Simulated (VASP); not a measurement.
# GaAs (F-43m) in VASP: vibrations by perturbation theory with PBE

Aim: the vibrations by perturbation theory of GaAs with PBE.

Everything below comes from runs of VASP 6.6.1. Logs are shortened: lines on timing, memory, paths and dates and some standing lists are left out, and cuts for length are marked.

### Step 1. The cell of the first run

The structure is cubic, space group F-43m (No. 216). Conventional cell: a = 5.654 Å, b = 5.654 Å, c = 5.654 Å, α = 90.00°, β = 90.00°, γ = 90.00°. Within 3.2 Å of Ga (site symmetry -43m) lie 4 As at 2.45 Å. Within 3.2 Å of As (site symmetry -43m) lie 4 Ga at 2.45 Å.

### Step 2. Vibrations by perturbation theory, PBE

INCAR

```
SYSTEM = GaAs
ALGO = Normal ; EDIFF = 1E-8
ENCUT = 500 ; GGA = PE
GGA_COMPAT = .FALSE. ; IBRION = 8
ISIF = 2 ; ISMEAR = 0
LASPH = .TRUE. ; LCHARG = .FALSE.
LREAL = .FALSE. ; LWAVE = .FALSE.
NBANDS = 16 ; NELM = 120
NSW = 1 ; PREC = Accurate
SIGMA = 0.01
```

KPOINTS

```
k-points
0
G
  3 3 3
  0 0 0
```

POSCAR

```
GaAs
1.0
    0.0000000000      2.8268500000      2.8268500000
    2.8268500000      0.0000000000      2.8268500000
    2.8268500000      2.8268500000      0.0000000000
Ga As
1 1
Direct
    0.0000000000      0.0000000000      0.0000000000
    0.2500000000      0.2500000000      0.2500000000
```

Potentials or basis: VASP PAW PBE potentials, release 64 (Ga_d, As).

Started as:

```
$ cat potpaw_PBE.64/Ga_d/POTCAR potpaw_PBE.64/As/POTCAR > POTCAR
$ mpirun -np 1 vasp_std > vasp.out
```

OUTCAR:

```text
SYSTEM = GaAs
   EDIFF = 1E-8
   ENCUT = 500
   GGA = PE
   IBRION = 8
   ISIF = 2
   ISMEAR = 0
   LASPH = .TRUE.
   LREAL = .FALSE.
   NELM = 120
   NSW = 1
   PREC = Accurate

 ion  position               nearest neighbor table
   1  0.000  0.000  0.000-   2 2.45   2 2.45   2 2.45   2 2.45
   2  0.250  0.250  0.250-   1 2.45   1 2.45   1 2.45   1 2.45

  LATTYP: Found a face centered cubic cell.
 ALAT       =     5.6537000000

  Lattice vectors:

 A1 = (   0.0000000000,   2.8268500000,   2.8268500000)
 A2 = (   2.8268500000,   0.0000000000,   2.8268500000)
 A3 = (   2.8268500000,   2.8268500000,   0.0000000000)

Analysis of symmetry for initial positions (statically):
=====================================================================
 Subroutine PRICEL returns:
 Original cell was already a primitive cell.

 Routine SETGRP: Setting up the symmetry group for a
 face centered cubic supercell.

 Subroutine GETGRP returns: Found 24 space group operations
 (whereof 24 operations were pure point group operations)
 out of a pool of 48 trial point group operations.

The static configuration has the point symmetry T_d .

Analysis of symmetry for dynamics (positions and initial velocities):
=====================================================================
 Subroutine PRICEL returns:
 Original cell was already a primitive cell.

 Routine SETGRP: Setting up the symmetry group for a
 face centered cubic supercell.

 Subroutine GETGRP returns: Found 24 space group operations
 (whereof 24 operations were pure point group operations)
 out of a pool of 48 trial point group operations.

The dynamic configuration has the point symmetry T_d .

 Subroutine INISYM returns: Found 24 space group operations
 (whereof 24 operations are pure point group operations),
 and found     1 'primitive' translations

----------------------------------------------------------------------------------------

                                     Primitive cell

  volume of cell :      45.1792

  direct lattice vectors                    reciprocal lattice vectors
     0.000000000  2.826850000  2.826850000    -0.176875321  0.176875321  0.176875321
     2.826850000  0.000000000  2.826850000     0.176875321 -0.176875321  0.176875321
     2.826850000  2.826850000  0.000000000     0.176875321  0.176875321 -0.176875321

  length of vectors
     3.997769609  3.997769609  3.997769609     0.306357042  0.306357042  0.306357042

  position of ions in fractional coordinates (direct lattice)
     0.000000000  0.000000000  0.000000000
     0.250000000  0.250000000  0.250000000

  ion indices of the primitive-cell ions
   primitive index   ion index
                 1           1
                 2           2

----------------------------------------------------------------------------------------

 KPOINTS: k-points

Automatic generation of k-mesh.
 Grid dimensions read from file:
 generate k-points for:    3    3    3

 Generating k-lattice:

  Cartesian coordinates                     Fractional coordinates (reciprocal lattice)
    -0.058958440  0.058958440  0.058958440     0.333333333  0.000000000  0.000000000
     0.058958440 -0.058958440  0.058958440     0.000000000  0.333333333  0.000000000
     0.058958440  0.058958440 -0.058958440     0.000000000  0.000000000  0.333333333

  Length of vectors
     0.102119014  0.102119014  0.102119014

  Shift w.r.t. Gamma in fractional coordinates (k-lattice)
[... 53 lines left out ...]
  Fermi-wavevector in a.u.,A,eV,Ry     =   1.204628  2.276417 19.743799  1.451128
  Thomas-Fermi vector in A             =   2.340347
   LORBIT       =      0    0 simple, 1 ext, 2 COOP (PROOUT), +10 PAW based schemes
   GGA     = PE    functional components
   LHFCALC =     F    Hartree Fock is set to
   AEXX    =    0.0000 exact exchange contribution
   IVDW    =     0    specifies the selected vdW correction
   LEPSILON=     F    determine dielectric tensor
   LRPA    =     F    only Hartree local field effects (RPA)
 non-spin polarized calculation
 Gauss-broadening in eV      SIGMA  =   0.01
  energy-cutoff  :      500.00
  volume of cell :       45.18
 maximum number of plane-waves:      1150
 NGX is ok and might be reduce to    30
   NGX = 15   NGY = 15   NGZ = 15

--------------------------------------- Ionic step        1  -------------------------------------------

 number of electron      17.9999995 magnetization

 Free energy of the ion-electron system (eV)
  ---------------------------------------------------
  ext. energy  EPLUGINS =         0.00000000
  ---------------------------------------------------
  free energy    TOTEN  =        -7.66742598 eV

  energy without entropy =       -7.66742598  energy(sigma->0) =       -7.66742598

 E-fermi :   4.1199     XC(G=0):  -9.5148

 val. band max:        4.0562229284   @ k =   0.0000   0.0000   0.0000
 cond. band min:       4.5508475250   @ k =   0.0000   0.0000   0.0000
 fundamental gap:      0.4946245965
 Fermi energy:         4.1198505658

 k-point     1 :       0.0000    0.0000    0.0000
  band No.  band energies     occupation
      1     -10.8857      2.00000
      2     -10.8857      2.00000
      3     -10.8857      2.00000
      4     -10.8100      2.00000
      5     -10.8100      2.00000
      6      -8.6759      2.00000
[... 55 lines left out ...]
      5     -10.8067      2.00000
      6      -6.3361      2.00000
[... 8 lines left out ...]
     15      13.6588      0.00000
     16      18.2999      0.00000

------------------------ aborting loop because EDIFF is reached ----------------------------------------

  FORCE on cell =-STRESS in cart. coord.  units (eV):
  Direction    XX          YY          ZZ          XY          YZ          ZX
  --------------------------------------------------------------------------------------
  -------------------------------------------------------------------------------------
  Total        1.3193277      1.3193277      1.3193277      0.0000000      0.0000000     -0.0000000
  in kB       46.7869742     46.7869742     46.7869742      0.0000000      0.0000000     -0.0000000
  external PRESSURE =      46.7869742 kB  Pullay stress =       0.0000000 kB

 VOLUME and BASIS-vectors are now :
 -----------------------------------------------------------------------------
  energy-cutoff  :      500.00
  volume of cell :       45.18
      direct lattice vectors                 reciprocal lattice vectors
     0.000000000  2.826850000  2.826850000    -0.176875321  0.176875321  0.176875321
     2.826850000  0.000000000  2.826850000     0.176875321 -0.176875321  0.176875321
     2.826850000  2.826850000  0.000000000     0.176875321  0.176875321 -0.176875321

 POSITION                                       TOTAL-FORCE (eV/Angst)
 -----------------------------------------------------------------------------------
      0.00000      0.00000      0.00000         0.000000     -0.000000      0.000000
      1.41342      1.41342      1.41342        -0.000000      0.000000     -0.000000
 -----------------------------------------------------------------------------------
    total drift:                               -0.000000     -0.000000      0.000000

  FREE ENERGIE OF THE ION-ELECTRON SYSTEM (eV)
  ---------------------------------------------------
  free  energy   TOTEN  =        -7.6674259766 eV

  energy  without entropy=       -7.6674259766  energy(sigma->0) =       -7.66742598

[... ionic steps 2 to 3 ...]

--------------------------------------- Ionic step        4  -------------------------------------------

------------------------ aborting loop because EDIFF is reached ----------------------------------------

[... ionic steps 5 to 6 ...]

--------------------------------------- Ionic step        7  -------------------------------------------

 Free energy of the ion-electron system (eV)
  ---------------------------------------------------
  ---------------------------------------------------
  free energy    TOTEN  =        -0.04486511 eV

  energy without entropy =       -0.04486511

------------------------ aborting loop because EDIFF is reached ----------------------------------------

 INTERNAL STRAIN TENSOR  FOR ION    2  DIRECTION 1   (eV/Angst):
 -----------------------------------------------------------------------------
     0.02766  0.00000  0.00000
     0.00000 -0.01229 -7.08161
     0.00000 -7.08161 -0.01229

 INTERNAL STRAIN TENSOR FOR ION    2 for displacements in x,y,z  (eV/Angst):
          X           Y           Z          XY          YZ          ZX
  --------------------------------------------------------------------------------
  x     0.00000     0.00000     0.00000    -0.00000    -7.08161    -0.00000
  y     0.00000     0.00000     0.00000     0.00000    -0.00000    -7.08161
  z     0.00000     0.00000     0.00000    -7.08161    -0.00000    -0.00000

 SECOND DERIVATIVES (NOT SYMMETRIZED)
 ------------------------------------
               1X          1Y          1Z          2X          2Y          2Z
  1X    -9.915850    0.000000    0.000000    9.915850    0.000000    0.000000
  1Y     0.000000   -9.915850    0.000000    0.000000    9.915850    0.000000
  1Z     0.000000    0.000000   -9.915850    0.000000    0.000000    9.915850
  2X     9.967924    0.000000    0.000000   -9.967924    0.000000    0.000000
  2Y     0.000000    9.967924    0.000000    0.000000   -9.967924    0.000000
  2Z     0.000000    0.000000    9.967924    0.000000    0.000000   -9.967924

 Eigenvectors and eigenvalues of the dynamical matrix
 ----------------------------------------------------

   1 f  =    8.202081 THz    51.535196 2PiTHz  273.591979 cm-1    33.921067 meV
             X         Y         Z           dx          dy          dz
      0.000000  0.000000  0.000000     0.718793    0.000000    0.000000
      1.413425  1.413425  1.413425    -0.695224    0.000000    0.000000
[... 21 lines left out ...]
   6 f/i=    0.010734 THz     0.067446 2PiTHz    0.358059 cm-1     0.044394 meV
             X         Y         Z           dx          dy          dz
      0.000000  0.000000  0.000000     0.075336    0.306463    0.619469
      1.413425  1.413425  1.413425     0.077890    0.316852    0.640470

--------------------------------------------------------------------------------------------------------

 ELASTIC MODULI CONTR FROM IONIC RELAXATION (kBar)
 Direction    XX          YY          ZZ          XY          YZ          ZX
 --------------------------------------------------------------------------------
 XX          -0.0000      0.0000     -0.0000     -0.0000      0.0000     -0.0000
 YY           0.0000     -0.0000      0.0000      0.0000     -0.0000      0.0000
 ZZ          -0.0000      0.0000     -0.0000      0.0000      0.0000      0.0000
 XY          -0.0000      0.0000      0.0000   -176.4254     -0.0000      0.0000
 YZ           0.0000     -0.0000      0.0000     -0.0000   -176.4254      0.0000
 ZX          -0.0000      0.0000      0.0000      0.0000      0.0000   -176.4254
 --------------------------------------------------------------------------------
```

Wall time 1.7 min (1 thread of AMD EPYC 7R13, shared host); peak memory 0.16 GiB.

What came out:

```
Highest phonon frequency at Γ, LO-TO splitting left out : 274 cm⁻¹
```

Phonon frequencies in cm⁻¹ (negative: imaginary):
```csv
q point,frequencies
"(0.000, 0.000, 0.000)",0 0 0 274 274 274
```

Caveat: the k points lie up to 0.64 Å⁻¹ apart; the cell wasn't relaxed at this level first, which shifts response properties.
